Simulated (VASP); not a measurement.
# MgS (P6_3/mmc) in VASP: relaxation of cell and atoms with r2SCAN

Aim: the relaxation of cell and atoms of MgS with r2SCAN.

All numbers are computed with VASP 6.6.1; they aren't measurements. Logs are shortened: lines on timing, memory, paths and dates and some standing lists are left out, and cuts for length are marked.

### 1 The cell of the first run

The structure is hexagonal, space group P6_3/mmc (No. 194). The conventional cell has a = 3.666 Å, b = 3.666 Å, c = 6.178 Å, α = 90.00°, β = 90.00°, γ = 120.00°. Mg (site symmetry -3m) has 6 S at 2.62 Å and 2 Mg at 3.09 Å within 3.5 Å. S (site symmetry -6m2) has 6 Mg at 2.62 Å within 3.5 Å.

### 2 Relaxation of cell and atoms, r2SCAN

POSCAR reads:

```
MgS
1.0
    3.6656507645      0.0000000000      0.0000000000
   -1.8328253823      3.1745466835      0.0000000000
    0.0000000000      0.0000000000      6.1784098559
Mg S
2 2
Direct
    0.0000000000      0.0000000000      0.0000000000
    0.0000000000      0.0000000000      0.5000000000
    0.3333333333      0.6666666667      0.2500000000
    0.6666666667      0.3333333333      0.7500000000
```

INCAR.step1 reads:

```
PREC = Accurate
ENCUT = 600
ISMEAR = -1
SIGMA = 0.02
LREAL = F
LASPH = T
NELM = 100
GGA = PE
ALGO = Normal
EDIFF = 1E-4
LWAVE = T
LCHARG = F
```

INCAR.step2 reads:

```
PREC = Accurate
ENCUT = 600
EDIFF = 1E-7
ISMEAR = -1
SIGMA = 0.02
LREAL = F
LASPH = T
NELM = 100
ALGO = Normal
ISIF = 3
LWAVE = F
LCHARG = F
METAGGA = R2SCAN
LMIXTAU = T
IBRION = 2
NSW = 80
EDIFFG = -0.005
ISTART = 1
```

KPOINTS reads:

```
regular mesh
0
Gamma
  12 12 4
```

Potentials or basis: VASP PAW PBE potentials, release 64 (Mg, S).

The run is started by

```sh
$ cat potpaw_PBE.64/Mg/POTCAR potpaw_PBE.64/S/POTCAR > POTCAR
$ cp INCAR.step1 INCAR
$ mpirun -np 1 vasp_std > vasp.out
$ cp INCAR.step2 INCAR
$ mpirun -np 1 vasp_std > vasp.out
```

OUTCAR:

```text
PREC = Accurate
   ENCUT = 600
   EDIFF = 1E-7
   ISMEAR = -1
   LREAL = F
   LASPH = T
   NELM = 100
   ISIF = 3
   METAGGA = R2SCAN
   IBRION = 2
   NSW = 80
   EDIFFG = -0.005
   ISTART = 1

 ion  position               nearest neighbor table
   1  0.000  0.000  0.000-   3 2.62   4 2.62   4 2.62   3 2.62   4 2.62   3 2.62   2 3.09   2 3.09

   2  0.000  0.000  0.500-   3 2.62   4 2.62   4 2.62   3 2.62   4 2.62   3 2.62   1 3.09   1 3.09

   3  0.333  0.667  0.250-   1 2.62   2 2.62   1 2.62   2 2.62   1 2.62   2 2.62
   4  0.667  0.333  0.750-   1 2.62   2 2.62   1 2.62   2 2.62   1 2.62   2 2.62

  LATTYP: Found a hexagonal cell.
 ALAT       =     3.6656507645
 C/A-ratio  =     1.6854878582

  Lattice vectors:

 A1 = (   3.6656507645,   0.0000000000,   0.0000000000)
 A2 = (  -1.8328253823,   3.1745466835,   0.0000000000)
 A3 = (   0.0000000000,   0.0000000000,   6.1784098559)

Analysis of symmetry for initial positions (statically):
=====================================================================
 Subroutine PRICEL returns:
 Original cell was already a primitive cell.

 Routine SETGRP: Setting up the symmetry group for a
 hexagonal supercell.

 Subroutine GETGRP returns: Found 24 space group operations
 (whereof 12 operations were pure point group operations)
 out of a pool of 24 trial point group operations.

The static configuration has the point symmetry D_3d.
 The point group associated with its full space group is D_6h.

Analysis of symmetry for dynamics (positions and initial velocities):
=====================================================================
 Subroutine PRICEL returns:
 Original cell was already a primitive cell.

 Routine SETGRP: Setting up the symmetry group for a
 hexagonal supercell.

 Subroutine GETGRP returns: Found 24 space group operations
 (whereof 12 operations were pure point group operations)
 out of a pool of 24 trial point group operations.

The dynamic configuration has the point symmetry D_3d.
 The point group associated with its full space group is D_6h.

 Subroutine INISYM returns: Found 24 space group operations
 (whereof 12 operations are pure point group operations),
 and found     1 'primitive' translations

----------------------------------------------------------------------------------------

                                     Primitive cell

  volume of cell :      71.8968

  direct lattice vectors                    reciprocal lattice vectors
     3.665650765  0.000000000  0.000000000     0.272802857  0.157502803  0.000000000
    -1.832825382  3.174546684  0.000000000     0.000000000  0.315005605  0.000000000
     0.000000000  0.000000000  6.178409856     0.000000000  0.000000000  0.161853944

  length of vectors
     3.665650765  3.665650765  6.178409856     0.315005605  0.315005605  0.161853944

  position of ions in fractional coordinates (direct lattice)
     0.000000000  0.000000000  0.000000000
     0.000000000  0.000000000  0.500000000
     0.333333333  0.666666667  0.250000000
     0.666666667  0.333333333  0.750000000

  ion indices of the primitive-cell ions
   primitive index   ion index
                 1           1
                 2           2
                 3           3
                 4           4

----------------------------------------------------------------------------------------

 KPOINTS: regular mesh

Automatic generation of k-mesh.
 Grid dimensions read from file:
 generate k-points for:   12   12    4

 Generating k-lattice:

  Cartesian coordinates                     Fractional coordinates (reciprocal lattice)
     0.022733571  0.013125234  0.000000000     0.083333333  0.000000000  0.000000000
     0.000000000  0.026250467  0.000000000     0.000000000  0.083333333  0.000000000
     0.000000000  0.000000000  0.040463486     0.000000000  0.000000000  0.250000000

  Length of vectors
     0.026250467  0.026250467  0.040463486

  Shift w.r.t. Gamma in fractional coordinates (k-lattice)
     0.000000000  0.000000000  0.000000000

 Subroutine IBZKPT returns following result:
 ===========================================

 Found     57 irreducible k-points:

 Following reciprocal coordinates:
            Coordinates               Weight
  0.000000  0.000000  0.000000      1.000000
  0.083333  0.000000  0.000000      6.000000
  0.166667  0.000000  0.000000      6.000000
  0.250000  0.000000  0.000000      6.000000
  0.333333  0.000000  0.000000      6.000000
  0.416667  0.000000  0.000000      6.000000
[... 16 lines left out ...]
  0.250000  0.000000  0.250000     12.000000
  0.333333  0.000000  0.250000     12.000000
 [... further k-points ...]
   k-points           NKPTS =     57   k-points in BZ     NKDIM =     57   number of bands    NBANDS=     12
   number of dos      NEDOS =    301   number of ions     NIONS =      4
   total plane-waves  NPLWV =  45000
   dimension x,y,z NGX =    30 NGY =   30 NGZ =   50
   dimension x,y,z NGXF=    60 NGYF=   60 NGZF=  100
   ions per type =               2   2
   NGX,Y,Z   is equivalent  to a cutoff of  13.61, 13.61, 13.45 a.u.
   NGXF,Y,Z  is equivalent  to a cutoff of  27.21, 27.21, 26.91 a.u.
 SYSTEM =  unknown system
   PREC   = accura    normal or accurate (medium, high low for compatibility)
   ISTART =      1    job   : 0-new  1-cont  2-samecut
   ICHARG =      0    charge: 1-file 2-atom 10-const
   ISPIN  =      1    spin polarized calculation?
   LNONCOLLINEAR =      F non collinear calculations
   LSORBIT =      F    spin-orbit coupling
   LASPH  =      T    aspherical Exc in radial PAW
   ENCUT  =  600.0 eV  44.10 Ry    6.64 a.u.   7.32  7.32 12.34*2*pi/ulx,y,z
   NELM   =    100;   NELMIN=  2; NELMDL=  0     # of ELM steps
   EDIFF  = 0.1E-06   stopping-criterion for ELM
   LREAL  =      F    real-space projection
   EDIFFG = -.5E-02   stopping-criterion for IOM
   NSW    =     80    number of steps for IOM
   IBRION =      2    ionic relax: 0-MD 1-quasi-New 2-CG
   NFREE  =      1    steps in history (QN), initial steepest desc. (CG)
   ISIF   =      3    stress and relaxation
   ISYM   =      2    0-nonsym 1-usesym 2-fastsym
   POTIM  = 0.5000    time-step for ionic-motion
   TEBEG  =    0.0;   TEEND  =   0.0 temperature during run
   PSTRESS=    0.0 pullay stress
   NELECT =      16.0000    total number of electrons
   NUPDOWN=      -1.0000    fix difference up-down
   EMIN   =  10.00;   EMAX   =-10.00  energy-range for DOS
   EFERMI =   0.00;   METHOD = LEGACY
   ISMEAR =    -1;   SIGMA  =   0.02  broadening in eV -4-tet -1-fermi 0-gaus
   EFERMI_NEDOS =   21; number of points for ismear=-14 and -15
   IALGO  =     38    algorithm
   IMIX   =      4    mixing-type and parameters
     AMIX     =   0.40;   BMIX     =  1.00
     AMIX_MAG =   1.60;   BMIX_MAG =  1.00
  volume/ion in A,a.u.               =      17.97       121.30
  Fermi-wavevector in a.u.,A,eV,Ry     =   0.992076  1.874752 13.391058  0.984215
  Thomas-Fermi vector in A             =   2.123862
   LORBIT       =      0    0 simple, 1 ext, 2 COOP (PROOUT), +10 PAW based schemes
   METAGGA = R2SCAN    functional components
   LHFCALC =     F    Hartree Fock is set to
   AEXX    =    0.0000 exact exchange contribution
   IVDW    =     0    specifies the selected vdW correction
   LEPSILON=     F    determine dielectric tensor
   LRPA    =     F    only Hartree local field effects (RPA)
 conjugate gradient relaxation of ions
 non-spin polarized calculation
  energy-cutoff  :      600.00
  volume of cell :       71.90
 maximum number of plane-waves:      2424
 NGX is ok and might be reduce to    30
   NGX = 15   NGY = 15   NGZ = 25

--------------------------------------- Ionic step        1  -------------------------------------------

 number of electron      15.9999999 magnetization

 Free energy of the ion-electron system (eV)
  ---------------------------------------------------
  ext. energy  EPLUGINS =         0.00000000
  ---------------------------------------------------
  free energy    TOTEN  =       -30.89191372 eV

  energy without entropy =      -30.89191372  energy(sigma->0) =      -30.89191372

 E-fermi :   3.7320     XC(G=0):  -9.9943

 val. band max:        3.3362282728   @ k =   0.0000   0.0000   0.0000
 cond. band min:       7.3616239396   @ k =   0.3333   0.3333   0.0000
 fundamental gap:      4.0253956668
 Fermi energy:         3.7320395269

 k-point     1 :       0.0000    0.0000    0.0000
  band No.  band energies     occupation
      1      -9.7866      2.00000
      2      -8.5979      2.00000
      3      -1.5705      2.00000
      4       2.8427      2.00000
      5       2.8427      2.00000
      6       3.0907      2.00000
      7       3.3362      2.00000
      8       3.3362      2.00000
      9       7.6141      0.00000
     10       8.6036      0.00000
     11      10.7402      0.00000
     12      11.7573      0.00000
[... 494 lines left out ...]
  energy  without entropy=      -30.9001405663  energy(sigma->0) =      -30.90014057

--------------------------------------- Ionic step        5  -------------------------------------------

 number of electron      16.0000000 magnetization

 Free energy of the ion-electron system (eV)
  ---------------------------------------------------
  ext. energy  EPLUGINS =         0.00000000
  ---------------------------------------------------
  free energy    TOTEN  =       -30.90014570 eV

  energy without entropy =      -30.90014570  energy(sigma->0) =      -30.90014570

 E-fermi :   3.9723     XC(G=0): -10.0882

 val. band max:        3.5250901889   @ k =   0.0000   0.0000   0.0000
 cond. band min:       7.5849972648   @ k =   0.3333   0.3333   0.0000
 fundamental gap:      4.0599070759
 Fermi energy:         3.9722777773

 k-point     1 :       0.0000    0.0000    0.0000
  band No.  band energies     occupation
      1      -9.7213      2.00000
      2      -8.4822      2.00000
      3      -1.4984      2.00000
      4       3.0102      2.00000
      5       3.0102      2.00000
      6       3.2735      2.00000
      7       3.5251      2.00000
      8       3.5251      2.00000
      9       7.9823      0.00000
     10       8.8390      0.00000
     11      10.9054      0.00000
     12      11.9775      0.00000
[... 376 lines left out ...]
  FREE ENERGIE OF THE ION-ELECTRON SYSTEM (eV)
  ---------------------------------------------------
  free  energy   TOTEN  =       -30.9001457035 eV

  energy  without entropy=      -30.9001457035  energy(sigma->0) =      -30.90014570

 reached required accuracy - stopping structural energy minimisation
```

Wall time 7 min (1 thread of Intel Xeon 6975P-C (Granite Rapids), shared host); peak memory 0.26 GiB.

What came out:

```yaml
Free_energy: -30.9001 eV
Relaxed_volume: 17.60 Å³/atom
Relaxed_cell: a = 3.640 Å, b = 3.640 Å, c = 6.135 Å, α = 90.00°, β = 90.00°, γ = 120.00°
Space_group_after_relaxing_to_0.1_Å: P6_3/mmc (No. 194)
Energy_gained_by_relaxing: 2.1 meV/atom
Ionic_steps: 5
Pressure_after_relaxing: 0.0 GPa
Band_gap_on_the_k_mesh: 4.06 eV (least direct gap 4.46 eV)
```

Step by step:
```csv
step,energy change (eV),largest force (eV/Å),pressure (GPa),volume (Å³)
1,0.0000,0.0000,-1.67,71.90
2,-0.0077,0.0000,0.46,69.97
3,-0.0082,0.0000,0.01,70.35
4,-0.0082,0.0000,-0.02,70.38
5,-0.0082,0.0000,-0.03,70.38
```

Final structure:
```
CELL_PARAMETERS angstrom
3.63962 0.00000 0.00000
-1.81981 3.15201 0.00000
0.00000 0.00000 6.13492
ATOMIC_POSITIONS crystal
Mg 0.00000 0.00000 0.00000
Mg 0.00000 0.00000 0.50000
S 0.33333 0.66667 0.25000
S 0.66667 0.33333 0.75000
```

Caveat: the PAW data sets were made with another functional, which shifts forces and pressure a little.
